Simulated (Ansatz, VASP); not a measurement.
**One calculation of MgO, two programs**

```
Mg O
1.0
     0.00000    2.13800    2.13800
     2.13800    0.00000    2.13800
     2.13800    2.13800    0.00000
Mg O
1 1
Direct
  0.00000 0.00000 0.00000
  0.50000 0.50000 0.50000
```

Alike in both runs: task single point; functional PBE; k mesh 9 × 9 × 9; occupations gaussian, width 0.03 eV; no spin polarisation.

```csv
,VASP,Ansatz
version,VASP 6.6.1,Ansatz 0.2.0
potentials or method,"VASP PAW PBE potentials, release 64 (Mg, O), cutoff 600 eV","PAW, plane waves, scalar-relativistic"
valence electrons in the cell,8,16
```

```tsv
	VASP	Ansatz	Ansatz less VASP
pressure (GPa)	-3.3	-2.2	+1.04
```

VASP's potentials hold 8 valence electrons a cell and Ansatz's 16, so a difference there can come from the potentials and not from the codes.
